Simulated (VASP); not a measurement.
# GaP (P1) in VASP: single point with PBEsol

Aim: the single point of GaP with PBEsol.

Program: VASP 6.6.1. These are calculated values, not measurements. Logs are shortened: lines on timing, memory, paths and dates and some standing lists are left out, and cuts for length are marked.

### 1 The cell of the first run

The typed cell holds 32 atoms: a = 9.420 Å, b = 9.420 Å, c = 9.420 Å, α = 109.47°, β = 109.47°, γ = 109.47°.

### 2 Single point, PBEsol

File INCAR:

```
ALGO = Normal
EDIFF = 1E-6
ENCUT = 520
GGA = PS
ISIF = 2
ISMEAR = 0
KPAR = 2
LASPH = True
LCHARG = False
LREAL = Auto
LWAVE = False
NBANDS = 166
NCORE = 2
NELM = 80
PREC = Accurate
SIGMA = 0.02
```

File KPOINTS:

```
Automatic mesh
0
Gamma
  2 2 2
  0.5 0.5 0.5
```

File POSCAR:

```
GaP
1.0
    5.4384489087      5.4384489087      5.4384489087
   -5.4384489087      5.4384489087     -5.4384489087
   -5.4384489087     -5.4384489087      5.4384489087
Ga P
16 16
Direct
    0.4995971722      0.2513069752      0.2503908606
    0.4998175808      0.0012488718      0.5002551604
    0.7495047361      0.0014257359      0.2501378102
    0.4995818475      0.7513239056      0.7503764855
    0.7493787111      0.7511510060      0.4998859006
   -0.0003698499      0.7514008304      0.2503791641
    0.4998302728      0.5011817715      0.0001991070
    0.7496307381      0.5015291988      0.7501290081
   -0.0002780896      0.5011780486      0.5002273842
    0.2494899285      0.5014955295      0.2501010416
    0.7494552888      0.2511797404     -0.0000094225
   -0.0002141912      0.2513634123      0.7505155433
    0.2495161397      0.2512424455      0.5000148794
   -0.0002710299      0.0011565976      0.0001740435
    0.2494579343      0.0013208755      0.7500406718
    0.2495278717      0.7512337314      0.0000310801
    0.2497365839      0.0013211432      0.0001658568
    0.2495961230      0.7514929306      0.2501577125
    0.4996030509      0.7511799386      0.0002796024
    0.2497162044      0.5013491054      0.5001569640
    0.4993914050      0.5011514080      0.2500427070
    0.7498020518      0.5013463649      0.0001371582
    0.2496693723      0.2513663017      0.7501379648
    0.4996535156      0.2512563356      0.5003378624
    0.7495635155      0.2513980148      0.2501380796
   -0.0004246078      0.2511843980      0.0003218390
    0.4994551801      0.0011752352      0.7500992333
    0.7498382787      0.0014320271      0.5002696674
   -0.0005315066      0.0012564725      0.2501183427
    0.7495380218      0.7514156782      0.7500617477
   -0.0005035437      0.7511360982      0.5001937523
   -0.0004287760      0.5011971757      0.7501788518
```

Potentials or basis: VASP PAW PBE potentials, release 64 (Ga_d, P).

Started as:

```console
$ cat potpaw_PBE.64/Ga_d/POTCAR potpaw_PBE.64/P/POTCAR > POTCAR
$ mpirun -np 4 vasp_std > vasp.out
```

OUTCAR:

```text
EDIFF = 1E-6
   ENCUT = 520
   GGA = PS
   ISIF = 2
   ISMEAR = 0
   LASPH = True
   LREAL = Auto
   NELM = 80
   PREC = Accurate

 ion  position               nearest neighbor table
   1  0.500  0.251  0.250-  24 2.35  25 2.36  17 2.36  21 2.36
   2  0.500  0.001  0.500-  28 2.35  27 2.35  18 2.36  24 2.36
   3  0.750  0.001  0.250-  25 2.35  19 2.35  28 2.36  29 2.36
   4  0.500  0.751  0.750-  19 2.35  27 2.35  20 2.36  30 2.36
   5  0.749  0.751  0.500-  21 2.35  28 2.35  31 2.36  30 2.36
   6  1.000  0.751  0.250-  31 2.35  29 2.35  18 2.36  22 2.36
[... 24 lines left out ...]
  31  0.999  0.751  0.500-   6 2.35  15 2.35   5 2.36   9 2.36
  32  1.000  0.501  0.750-  16 2.35   9 2.35  12 2.36   8 2.36

  LATTYP: Found a body centered cubic cell.
 ALAT       =    10.8768978174

  Lattice vectors:

 A1 = (   5.4384489087,   5.4384489087,   5.4384489087)
 A2 = (  -5.4384489087,   5.4384489087,  -5.4384489087)
 A3 = (  -5.4384489087,  -5.4384489087,   5.4384489087)

Analysis of symmetry for initial positions (statically):
=====================================================================
 Subroutine PRICEL returns:
 Original cell was already a primitive cell.

 Routine SETGRP: Setting up the symmetry group for a
 body centered cubic supercell.

 Subroutine GETGRP returns: Found  1 space group operations
 (whereof  1 operations were pure point group operations)
 out of a pool of 48 trial point group operations.

The static configuration has the point symmetry C_1 .

Analysis of symmetry for dynamics (positions and initial velocities):
=====================================================================
 Subroutine PRICEL returns:
 Original cell was already a primitive cell.

 Routine SETGRP: Setting up the symmetry group for a
 body centered cubic supercell.

 Subroutine GETGRP returns: Found  1 space group operations
 (whereof  1 operations were pure point group operations)
 out of a pool of 48 trial point group operations.

The dynamic configuration has the point symmetry C_1 .

 Subroutine INISYM returns: Found  1 space group operations
 (whereof  1 operations are pure point group operations),
 and found     1 'primitive' translations

----------------------------------------------------------------------------------------

                                     Primitive cell

  volume of cell :     643.4061

[... 132 lines left out ...]
   NFREE  =      0    steps in history (QN), initial steepest desc. (CG)
   ISIF   =      2    stress and relaxation
   ISYM   =      2    0-nonsym 1-usesym 2-fastsym
   POTIM  = 0.5000    time-step for ionic-motion
   TEBEG  =    0.0;   TEEND  =   0.0 temperature during run
   PSTRESS=    0.0 pullay stress
   NELECT =     288.0000    total number of electrons
   NUPDOWN=      -1.0000    fix difference up-down
   EMIN   =  10.00;   EMAX   =-10.00  energy-range for DOS
   EFERMI =   0.00;   METHOD = LEGACY
   ISMEAR =     0;   SIGMA  =   0.02  broadening in eV -4-tet -1-fermi 0-gaus
   EFERMI_NEDOS =   21; number of points for ismear=-14 and -15
   IALGO  =     38    algorithm
   IMIX   =      4    mixing-type and parameters
     AMIX     =   0.40;   BMIX     =  1.00
     AMIX_MAG =   1.60;   BMIX_MAG =  1.00
  volume/ion in A,a.u.               =      20.11       135.68
  Fermi-wavevector in a.u.,A,eV,Ry     =   1.252306  2.366516 21.337628  1.568271
  Thomas-Fermi vector in A             =   2.386213
   LORBIT       =      0    0 simple, 1 ext, 2 COOP (PROOUT), +10 PAW based schemes
   GGA     = PS    functional components
   LHFCALC =     F    Hartree Fock is set to
   AEXX    =    0.0000 exact exchange contribution
   IVDW    =     0    specifies the selected vdW correction
   LEPSILON=     F    determine dielectric tensor
   LRPA    =     F    only Hartree local field effects (RPA)
 non-spin polarized calculation
 Gauss-broadening in eV      SIGMA  =   0.02
  energy-cutoff  :      520.00
  volume of cell :      643.41
 maximum number of plane-waves:     17388
 NGX is ok and might be reduce to    70
   NGX = 35   NGY = 35   NGZ = 35

 number of electron     287.9999825 magnetization

 Free energy of the ion-electron system (eV)
  ---------------------------------------------------
  ext. energy  EPLUGINS =         0.00000000
  ---------------------------------------------------
  free energy    TOTEN  =      -158.76410586 eV

  energy without entropy =     -158.76410586  energy(sigma->0) =     -158.76410586

 E-fermi :   4.0804     XC(G=0): -10.0507

 val. band max:        3.9710381733   @ k =  -0.2500   0.2500   0.2500
 cond. band min:       6.1486851123   @ k =   0.2500  -0.2500   0.2500
 fundamental gap:      2.1776469390
 Fermi energy:         4.0803964094

 k-point     1 :       0.2500    0.2500    0.2500
  band No.  band energies     occupation
      1     -10.0109      2.00000
      2     -10.0108      2.00000
      3     -10.0108      2.00000
      4     -10.0108      2.00000
      5     -10.0107      2.00000
      6     -10.0107      2.00000
[... 625 lines left out ...]
    155       7.5811      0.00000
    156       7.8653      0.00000
 [bands above 156 left out]

------------------------ aborting loop because EDIFF is reached ----------------------------------------

  FORCE on cell =-STRESS in cart. coord.  units (eV):
  Direction    XX          YY          ZZ          XY          YZ          ZX
  --------------------------------------------------------------------------------------
  -------------------------------------------------------------------------------------
  Total       -0.0435977     -0.0363033     -0.0420819      0.0046290      0.0001573     -0.0068855
  in kB       -0.1085649     -0.0904005     -0.1047903      0.0115270      0.0003917     -0.0171458
  external PRESSURE =      -0.1012519 kB  Pullay stress =       0.0000000 kB

 VOLUME and BASIS-vectors are now :
 -----------------------------------------------------------------------------
  energy-cutoff  :      520.00
  volume of cell :      643.41
      direct lattice vectors                 reciprocal lattice vectors
     5.438448909  5.438448909  5.438448909     0.000000000  0.091937979  0.091937979
    -5.438448909  5.438448909 -5.438448909    -0.091937979  0.091937979  0.000000000
    -5.438448909 -5.438448909  5.438448909    -0.091937979  0.000000000  0.091937979

 POSITION                                       TOTAL-FORCE (eV/Angst)
 -----------------------------------------------------------------------------------
     -0.01142      2.72202      2.71205         0.001261      0.003990     -0.003455
     -0.00917      0.00441      5.43205        -0.003343     -0.001813     -0.005113
      2.70803      2.72354      5.42875         0.001601      0.000079      0.002189
     -5.44997      2.72210      2.71180         0.003589      0.003478     -0.002245
     -2.72824      5.44195      2.70897        -0.004721      0.002761      0.003818
     -0.01169      8.16122      2.71166         0.003047      0.001502     -0.003717
[... 24 lines left out ...]
     -1.36958      6.80045      4.07097        -0.001414      0.003776      0.000312
     -1.36943      4.08204      6.79019         0.001632     -0.000917     -0.001509
 -----------------------------------------------------------------------------------
    total drift:                                0.011820      0.000181      0.015504

  FREE ENERGIE OF THE ION-ELECTRON SYSTEM (eV)
  ---------------------------------------------------
  free  energy   TOTEN  =      -158.7641058563 eV

  energy  without entropy=     -158.7641058563  energy(sigma->0) =     -158.76410586
```

OSZICAR:

```text
N       E                     dE             d eps       ncg     rms          rms(c)
DAV:   1     0.378447384474E+04    0.37845E+04   -0.11613E+05  1418   0.260E+03
DAV:   2     0.810333690178E+03   -0.29741E+04   -0.28783E+04  1328   0.771E+02
[... 14 lines left out ...]
DAV:  17    -0.158764111865E+03   -0.46575E-05   -0.59875E-05  1456   0.487E-02    0.942E-03
DAV:  18    -0.158764109456E+03    0.24092E-05   -0.29493E-06  1048   0.120E-02    0.833E-03
DAV:  19    -0.158764105870E+03    0.35857E-05   -0.38208E-06  1120   0.349E-02    0.426E-03
DAV:  20    -0.158764106027E+03   -0.15646E-06   -0.14531E-05  1344   0.563E-02    0.335E-03
DAV:  21    -0.158764105926E+03    0.10084E-06   -0.10373E-05  1242   0.392E-02    0.118E-03
DAV:  22    -0.158764105856E+03    0.69522E-07   -0.62709E-07   808   0.696E-03
   1 F= -.15876411E+03 E0= -.15876411E+03  d E =-.164729E-14
```

stdout:

```text
POSCAR found type information on POSCAR GaP
 POSCAR found :  2 types and      32 ions
 scaLAPACK will be used
 -----------------------------------------------------------------------------
|                                                                             |
|                                                                             |
|     You enforced a specific xc type in the INCAR file but a different       |
|     I HOPE YOU KNOW WHAT YOU ARE DOING!                                     |
|                                                                             |
 -----------------------------------------------------------------------------

 LDA part: xc-table for (Slater+PW92), standard interpolation
 POSCAR, INCAR and KPOINTS ok, starting setup
 FFT: planning ... GRIDC
 FFT: planning ... GRID_SOFT
 FFT: planning ... GRID
 WAVECAR not read
 entering main loop
```

Wall time 11 min (4 MPI ranks of Oxide Virtual Turin-like, shared host); peak memory 0.49 GiB.

Results:

| Item | Value |
| --- | --- |
| Free energy | -158.7641 eV |
| Pressure | 0.0 GPa |
| Largest force | 0.008 eV/Å |
| Band gap on the k mesh | 2.18 eV |

Forces on the atoms (eV/Å):
```
Ga   0.001  0.004 -0.003
Ga  -0.003 -0.002 -0.005
Ga   0.002  0.000  0.002
Ga   0.004  0.003 -0.002
Ga  -0.005  0.003  0.004
Ga   0.003  0.002 -0.004
Ga  -0.005 -0.003 -0.006
Ga   0.003 -0.003  0.003
Ga  -0.003 -0.001 -0.004
Ga   0.003 -0.002  0.004
Ga  -0.004  0.002  0.002
Ga   0.002  0.002 -0.006
Ga  -0.002  0.001  0.002
Ga  -0.004 -0.002 -0.005
Ga   0.001 -0.001  0.003
Ga  -0.002  0.001  0.003
P    0.000 -0.003 -0.001
P    0.002  0.000  0.005
P   -0.001  0.003 -0.001
P    0.000 -0.003  0.001
P    0.002  0.000  0.003
P   -0.002 -0.004  0.002
P   -0.001 -0.001  0.000
P    0.000  0.003 -0.003
P    0.002 -0.001  0.001
P    0.000  0.006 -0.002
P    0.001 -0.001  0.002
P    0.003 -0.006 -0.001
P    0.003 -0.001  0.003
P    0.001 -0.001  0.005
P   -0.001  0.004  0.000
P    0.002 -0.001 -0.002
```

Levels at points of the mesh, in eV from the valence-band top:
```
           k point  band 140  band 141  band 142  band 143  band 144  band 145  band 146  band 147  band 148  band 149
(0.25, 0.25, 0.25)     -0.01     -0.01     -0.01     -0.01     -0.01      2.76      2.76      2.76      2.76      3.02
```

Caveat: the PAW data sets were made with another functional, which shifts forces and pressure a little; a shifted mesh leaves out Γ, where band edges can lie. A k mesh can miss the band edges.
